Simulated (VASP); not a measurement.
# SiAu3 (Fm-3m) in VASP: further runs

The runs below take SiAu3 through single point, with PBE.

All numbers are computed with VASP 6.6.1; they aren't measurements. Logs are shortened: lines on timing, memory, paths and dates and some standing lists are left out, and cuts for length are marked.

## Step 1: The cell of the first run

It takes space group Fm-3m (No. 225, cubic). The conventional cell has a = 6.297 Å, b = 6.297 Å, c = 6.297 Å, α = 90.00°, β = 90.00°, γ = 90.00°. Si (site symmetry m-3m) has 14 Au at 2.73 to 3.15 Å within 3.6 Å. Within 3.6 Å of Au (site symmetry -43m) lie 4 Si at 2.73 Å and 10 Au at 2.73 to 3.15 Å. Au (site symmetry m-3m) has 8 Au at 2.73 Å and 6 Si at 3.15 Å within 3.6 Å.

## Step 2: Single point, PBE

File INCAR:

```
PREC = Accurate
ENCUT = 520
EDIFF = 1E-6
ISMEAR = -1
SIGMA = 0.1
LREAL = F
LASPH = T
NELM = 100
ALGO = Normal
ISIF = 2
LWAVE = F
LCHARG = F
GGA = PE
NBANDS = 26
```

File KPOINTS:

```
Automatic mesh
0
Gamma
  6 6 6
```

File POSCAR:

```
SiAu3
1.0
    0.0000000000      3.1486662265      3.1486662265
    3.1486662265      0.0000000000      3.1486662265
    3.1486662265      3.1486662265      0.0000000000
Si Au
1 3
Direct
    0.0000000000      0.0000000000      0.0000000000
    0.2500000000      0.2500000000      0.2500000000
    0.7500000000      0.7500000000      0.7500000000
    0.5000000000      0.5000000000      0.5000000000
```

Potentials or basis: VASP PAW PBE potentials, release 64 (Si, Au).

Run with:

```bash
$ cat potpaw_PBE.64/Si/POTCAR potpaw_PBE.64/Au/POTCAR > POTCAR
$ mpirun -np 1 vasp_std > vasp.out
```

OUTCAR:

```text
PREC = Accurate
   ENCUT = 520
   EDIFF = 1E-6
   ISMEAR = -1
   LREAL = F
   LASPH = T
   NELM = 100
   ISIF = 2
   GGA = PE

 ion  position               nearest neighbor table
   1  0.000  0.000  0.000-   3 2.73   3 2.73   3 2.73   2 2.73   3 2.73   2 2.73   2 2.73   2 2.73
                             4 3.15   4 3.15   4 3.15   4 3.15   4 3.15   4 3.15
   2  0.250  0.250  0.250-   1 2.73   1 2.73   1 2.73   1 2.73   4 2.73   4 2.73   4 2.73   4 2.73
                             3 3.15   3 3.15   3 3.15   3 3.15   3 3.15   3 3.15
   3  0.750  0.750  0.750-   4 2.73   4 2.73   4 2.73   1 2.73   4 2.73   1 2.73   1 2.73   1 2.73
                             2 3.15   2 3.15   2 3.15   2 3.15   2 3.15   2 3.15
   4  0.500  0.500  0.500-   2 2.73   2 2.73   2 2.73   2 2.73   3 2.73   3 2.73   3 2.73   3 2.73
                             1 3.15   1 3.15   1 3.15   1 3.15   1 3.15   1 3.15

  LATTYP: Found a face centered cubic cell.
 ALAT       =     6.2973324530

  Lattice vectors:

 A1 = (   0.0000000000,   3.1486662265,   3.1486662265)
 A2 = (   3.1486662265,   0.0000000000,   3.1486662265)
 A3 = (   3.1486662265,   3.1486662265,   0.0000000000)

Analysis of symmetry for initial positions (statically):
=====================================================================
 Subroutine PRICEL returns:
 Original cell was already a primitive cell.

 Routine SETGRP: Setting up the symmetry group for a
 face centered cubic supercell.

 Subroutine GETGRP returns: Found 48 space group operations
 (whereof 48 operations were pure point group operations)
 out of a pool of 48 trial point group operations.

The static configuration has the point symmetry O_h .

Analysis of symmetry for dynamics (positions and initial velocities):
=====================================================================
 Subroutine PRICEL returns:
 Original cell was already a primitive cell.

 Routine SETGRP: Setting up the symmetry group for a
 face centered cubic supercell.

 Subroutine GETGRP returns: Found 48 space group operations
 (whereof 48 operations were pure point group operations)
 out of a pool of 48 trial point group operations.

The dynamic configuration has the point symmetry O_h .

 Subroutine INISYM returns: Found 48 space group operations
 (whereof 48 operations are pure point group operations),
 and found     1 'primitive' translations

----------------------------------------------------------------------------------------

                                     Primitive cell

  volume of cell :      62.4324

  direct lattice vectors                    reciprocal lattice vectors
     0.000000000  3.148666227  3.148666227    -0.158797397  0.158797397  0.158797397
     3.148666227  0.000000000  3.148666227     0.158797397 -0.158797397  0.158797397
     3.148666227  3.148666227  0.000000000     0.158797397  0.158797397 -0.158797397

  length of vectors
     4.452886481  4.452886481  4.452886481     0.275045159  0.275045159  0.275045159

  position of ions in fractional coordinates (direct lattice)
     0.000000000  0.000000000  0.000000000
     0.250000000  0.250000000  0.250000000
     0.750000000  0.750000000  0.750000000
     0.500000000  0.500000000  0.500000000

  ion indices of the primitive-cell ions
   primitive index   ion index
                 1           1
                 2           2
                 3           3
                 4           4

----------------------------------------------------------------------------------------

 KPOINTS: Automatic mesh

Automatic generation of k-mesh.
 Grid dimensions read from file:
 generate k-points for:    6    6    6

 Generating k-lattice:

  Cartesian coordinates                     Fractional coordinates (reciprocal lattice)
    -0.026466233  0.026466233  0.026466233     0.166666667  0.000000000  0.000000000
     0.026466233 -0.026466233  0.026466233     0.000000000  0.166666667  0.000000000
     0.026466233  0.026466233 -0.026466233     0.000000000  0.000000000  0.166666667

  Length of vectors
     0.045840860  0.045840860  0.045840860

  Shift w.r.t. Gamma in fractional coordinates (k-lattice)
     0.000000000  0.000000000  0.000000000

 Subroutine IBZKPT returns following result:
 ===========================================

 Found     16 irreducible k-points:

 Following reciprocal coordinates:
            Coordinates               Weight
  0.000000  0.000000  0.000000      1.000000
  0.166667  0.000000  0.000000      8.000000
  0.333333  0.000000  0.000000      8.000000
  0.500000  0.000000  0.000000      4.000000
  0.166667  0.166667  0.000000      6.000000
  0.333333  0.166667  0.000000     24.000000
[... 8 lines left out ...]
 -0.333333  0.333333  0.166667     24.000000
 -0.333333  0.500000  0.166667     12.000000
   k-points           NKPTS =     16   k-points in BZ     NKDIM =     16   number of bands    NBANDS=     26
   number of dos      NEDOS =    301   number of ions     NIONS =      4
   total plane-waves  NPLWV =  46656
   dimension x,y,z NGX =    36 NGY =   36 NGZ =   36
   dimension x,y,z NGXF=    72 NGYF=   72 NGZF=   72
   ions per type =               1   3
   NGX,Y,Z   is equivalent  to a cutoff of  13.44, 13.44, 13.44 a.u.
   NGXF,Y,Z  is equivalent  to a cutoff of  26.88, 26.88, 26.88 a.u.
 SYSTEM =  unknown system
   PREC   = accura    normal or accurate (medium, high low for compatibility)
   ISTART =      0    job   : 0-new  1-cont  2-samecut
   ICHARG =      2    charge: 1-file 2-atom 10-const
   ISPIN  =      1    spin polarized calculation?
   LNONCOLLINEAR =      F non collinear calculations
   LSORBIT =      F    spin-orbit coupling
   LASPH  =      T    aspherical Exc in radial PAW
   ENCUT  =  520.0 eV  38.22 Ry    6.18 a.u.   8.28  8.28  8.28*2*pi/ulx,y,z
   NELM   =    100;   NELMIN=  2; NELMDL= -5     # of ELM steps
   EDIFF  = 0.1E-05   stopping-criterion for ELM
   LREAL  =      F    real-space projection
   EDIFFG = 0.1E-04   stopping-criterion for IOM
   NSW    =      0    number of steps for IOM
   IBRION =     -1    ionic relax: 0-MD 1-quasi-New 2-CG
   NFREE  =      0    steps in history (QN), initial steepest desc. (CG)
   ISIF   =      2    stress and relaxation
   ISYM   =      2    0-nonsym 1-usesym 2-fastsym
   POTIM  = 0.5000    time-step for ionic-motion
   TEBEG  =    0.0;   TEEND  =   0.0 temperature during run
   PSTRESS=    0.0 pullay stress
   NELECT =      37.0000    total number of electrons
   NUPDOWN=      -1.0000    fix difference up-down
   EMIN   =  10.00;   EMAX   =-10.00  energy-range for DOS
   EFERMI =   0.00;   METHOD = LEGACY
   ISMEAR =    -1;   SIGMA  =   0.10  broadening in eV -4-tet -1-fermi 0-gaus
   EFERMI_NEDOS =   21; number of points for ismear=-14 and -15
   IALGO  =     38    algorithm
   IMIX   =      4    mixing-type and parameters
     AMIX     =   0.40;   BMIX     =  1.00
     AMIX_MAG =   1.60;   BMIX_MAG =  1.00
  volume/ion in A,a.u.               =      15.61       105.33
  Fermi-wavevector in a.u.,A,eV,Ry     =   1.375114  2.598589 25.727790  1.890939
  Thomas-Fermi vector in A             =   2.500479
   LORBIT       =      0    0 simple, 1 ext, 2 COOP (PROOUT), +10 PAW based schemes
   GGA     = PE    functional components
   LHFCALC =     F    Hartree Fock is set to
   AEXX    =    0.0000 exact exchange contribution
   IVDW    =     0    specifies the selected vdW correction
   LEPSILON=     F    determine dielectric tensor
   LRPA    =     F    only Hartree local field effects (RPA)
 non-spin polarized calculation
  energy-cutoff  :      520.00
  volume of cell :       62.43
 maximum number of plane-waves:      1694
 NGX is ok and might be reduce to    36
   NGX = 17   NGY = 17   NGZ = 17

 number of electron      36.9999998 magnetization

 Free energy of the ion-electron system (eV)
  ---------------------------------------------------
  ext. energy  EPLUGINS =         0.00000000
  ---------------------------------------------------
  free energy    TOTEN  =       -14.01076739 eV

  energy without entropy =      -13.98082009  energy(sigma->0) =      -13.99579374

 E-fermi :  11.3022     XC(G=0): -12.6669

 val. band max:       11.2676063494   @ k =   0.5000   0.1667   0.0000
 cond. band min:      11.5079363539   @ k =   0.3333   0.1667   0.0000
 fundamental gap:      0.2403300045
 Fermi energy:        11.3021861053

 k-point     1 :       0.0000    0.0000    0.0000
  band No.  band energies     occupation
      1      -1.2725      2.00000
      2       3.5804      2.00000
      3       3.5804      2.00000
      4       3.8945      2.00000
      5       3.8945      2.00000
      6       3.8945      2.00000
[... 18 lines left out ...]
     25      17.7229      0.00000
     26      17.7229      0.00000

 k-point     2 :       0.1667    0.0000    0.0000
  band No.  band energies     occupation
      1      -0.9145      2.00000
      2       3.5590      2.00000
      3       3.5594      2.00000
      4       3.5594      2.00000
      5       4.1521      2.00000
      6       4.1521      2.00000
[... 18 lines left out ...]
     25      17.9819      0.00000
     26      17.9819      0.00000

 k-point     3 :       0.3333    0.0000    0.0000
  band No.  band energies     occupation
      1       0.0537      2.00000
      2       3.0091      2.00000
      3       3.7182      2.00000
      4       3.7182      2.00000
      5       4.3891      2.00000
      6       4.3899      2.00000
[... 18 lines left out ...]
     25      18.8806      0.00000
     26      18.8806      0.00000

 k-point     4 :       0.5000    0.0000    0.0000
  band No.  band energies     occupation
      1       0.9864      2.00000
      2       2.1968      2.00000
      3       3.8763      2.00000
      4       3.8763      2.00000
      5       4.2499      2.00000
      6       4.4087      2.00000
[... 18 lines left out ...]
     25      19.7484      0.00000
     26      19.7497      0.00000

 k-point     5 :       0.1667    0.1667    0.0000
  band No.  band energies     occupation
      1      -0.7961      2.00000
      2       3.0558      2.00000
      3       3.7888      2.00000
      4       4.0076      2.00000
      5       4.0076      2.00000
      6       4.1051      2.00000
[... 18 lines left out ...]
     25      17.7586      0.00000
     26      19.8168      0.00000

 k-point     6 :       0.3333    0.1667    0.0000
  band No.  band energies     occupation
      1      -0.0420      2.00000
      2       2.7245      2.00000
      3       3.9613      2.00000
      4       3.9688      2.00000
      5       4.1786      2.00000
      6       4.2182      2.00000
[... 195 lines left out ...]
 k-point    13 :       0.5000    0.5000    0.0000
  band No.  band energies     occupation
      1       1.1293      2.00000
      2       2.6845      2.00000
      3       3.2710      2.00000
      4       3.7346      2.00000
      5       4.4005      2.00000
      6       4.4005      2.00000
[... 18 lines left out ...]
     25      20.3482      0.00000
     26      20.3629      0.00000

 k-point    14 :       0.5000    0.3333    0.1667
  band No.  band energies     occupation
      1       0.7002      2.00000
      2       2.5897      2.00000
      3       3.6294      2.00000
      4       4.0267      2.00000
      5       4.1929      2.00000
      6       4.4376      2.00000
[... 18 lines left out ...]
     25      19.7451      0.00000
     26      20.8729      0.00000

 k-point    15 :      -0.3333    0.3333    0.1667
  band No.  band energies     occupation
      1       1.1566      2.00000
      2       2.7774      2.00000
      3       3.2859      2.00000
      4       3.8093      2.00000
      5       4.4182      2.00000
      6       4.5224      2.00000
[... 18 lines left out ...]
     25      19.0391      0.00000
     26      20.3399      0.00000

 k-point    16 :      -0.3333    0.5000    0.1667
  band No.  band energies     occupation
      1       1.2166      2.00000
      2       2.8892      2.00000
      3       3.1535      2.00000
      4       3.6708      2.00000
      5       4.5087      2.00000
      6       4.6603      2.00000
[... 18 lines left out ...]
     25      19.8028      0.00000
     26      20.2424      0.00000

------------------------ aborting loop because EDIFF is reached ----------------------------------------

  FORCE on cell =-STRESS in cart. coord.  units (eV):
  Direction    XX          YY          ZZ          XY          YZ          ZX
  --------------------------------------------------------------------------------------
  -------------------------------------------------------------------------------------
  Total        7.9280563      7.9280563      7.9280563     -0.0000000      0.0000000     -0.0000000
  in kB      203.4545633    203.4545633    203.4545633     -0.0000000      0.0000000     -0.0000000
  external PRESSURE =     203.4545633 kB  Pullay stress =       0.0000000 kB

 VOLUME and BASIS-vectors are now :
 -----------------------------------------------------------------------------
  energy-cutoff  :      520.00
  volume of cell :       62.43
      direct lattice vectors                 reciprocal lattice vectors
     0.000000000  3.148666227  3.148666227    -0.158797397  0.158797397  0.158797397
     3.148666227  0.000000000  3.148666227     0.158797397 -0.158797397  0.158797397
     3.148666227  3.148666227  0.000000000     0.158797397  0.158797397 -0.158797397

 POSITION                                       TOTAL-FORCE (eV/Angst)
 -----------------------------------------------------------------------------------
      0.00000      0.00000      0.00000        -0.000000      0.000000     -0.000000
      1.57433      1.57433      1.57433         0.000000      0.000000      0.000000
      4.72300      4.72300      4.72300        -0.000000     -0.000000     -0.000000
      3.14867      3.14867      3.14867        -0.000000      0.000000     -0.000000
 -----------------------------------------------------------------------------------
    total drift:                                0.000000      0.000000      0.000000

  FREE ENERGIE OF THE ION-ELECTRON SYSTEM (eV)
  ---------------------------------------------------
  free  energy   TOTEN  =       -14.0107673902 eV

  energy  without entropy=      -13.9808200897  energy(sigma->0) =      -13.99579374
```

Wall time 31 s (1 thread of Intel Xeon 8259CL, shared host); peak memory 0.21 GiB.

What came out:

```
Free energy            : -14.0108 eV
Pressure               : 20.3 GPa
Band gap on the k mesh : zero (an odd number of electrons rules out a gap without spin polarisation)
```

Levels at points of the mesh, in eV from the Fermi level:
| k point | band 15 | band 16 | band 17 | band 18 | band 19 | band 20 | band 21 | band 22 |
| --- | --- | --- | --- | --- | --- | --- | --- | --- |
| (0.00, 0.00, 0.00) | -3.71 | -3.71 | -2.03 | 1.53 | 1.53 | 1.53 | 2.54 | 3.81 |
| (0.50, 0.00, 0.00) | -3.70 | -3.70 | -3.19 | -0.61 | 1.61 | 1.61 | 2.62 | 2.62 |
| (0.50, 0.50, 0.00) | -3.52 | -3.52 | -3.36 | -3.36 | -3.17 | 0.52 | 1.06 | 6.17 |

Caveat: the cell stands under pressure; spin-orbit coupling is left out, which moves the levels of the heavy elements.

## Step 3: Single point, PBE

This run uses another cell than the first one, of 16.32 Å³/atom.

File INCAR:

```
PREC     = Accurate       # precision mode
ENCUT    = 520            # plane-wave cutoff, eV
EDIFF    = 1E-6           # SCF threshold, eV
ISMEAR   = -1             # smearing method
SIGMA    = 0.1            # smearing width, eV
LREAL    = F              # projectors in reciprocal space
LASPH    = T              # aspherical terms in the spheres
NELM     = 60             # most SCF steps
ALGO     = Normal         # electronic algorithm
ISIF     = 2              # what is computed and relaxed
LWAVE    = F              # write WAVECAR
LCHARG   = F              # write CHGCAR
GGA      = PE             # functional
NBANDS   = 26             # bands
```

KPOINTS is that of step 2.

File POSCAR:

```
SiAu3
1.0
    0.0000000000      3.1956681743      3.1956681743
    3.1956681743      0.0000000000      3.1956681743
    3.1956681743      3.1956681743      0.0000000000
Si Au
1 3
Direct
    0.0000000000      0.0000000000      0.0000000000
    0.2500000000      0.2500000000      0.2500000000
    0.7500000000      0.7500000000      0.7500000000
    0.5000000000      0.5000000000      0.5000000000
```

Potentials or basis: VASP PAW PBE potentials, release 64 (Si, Au).

Run with:

```bash
$ cat potpaw_PBE.64/Si/POTCAR potpaw_PBE.64/Au/POTCAR > POTCAR
$ mpirun -np 1 vasp_std > vasp.out
```

Wall time 32 s (1 thread of Intel Xeon 8259CL, shared host); peak memory 0.21 GiB.

The run converged. Its results:

```yaml
Free_energy: -14.2894 eV
Pressure: 11.3 GPa
Band_gap_on_the_k_mesh: zero (an odd number of electrons rules out a gap without spin polarisation)
```

Levels at points of the mesh, in eV from the Fermi level:
```tsv
k point	band 15	band 16	band 17	band 18	band 19	band 20	band 21	band 22
(0.00, 0.00, 0.00)	-3.60	-3.60	-2.11	1.50	1.50	1.50	2.38	3.78
(0.50, 0.00, 0.00)	-3.58	-3.58	-3.09	-0.71	1.51	1.51	2.63	2.63
(0.50, 0.50, 0.00)	-3.28	-3.28	-3.26	-3.26	-3.09	0.35	0.96	5.96
```

Caveat: the cell stands under pressure; spin-orbit coupling is left out, which moves the levels of the heavy elements.

The gap in the log of VASP goes by the Fermi energy; the results here count the filled bands.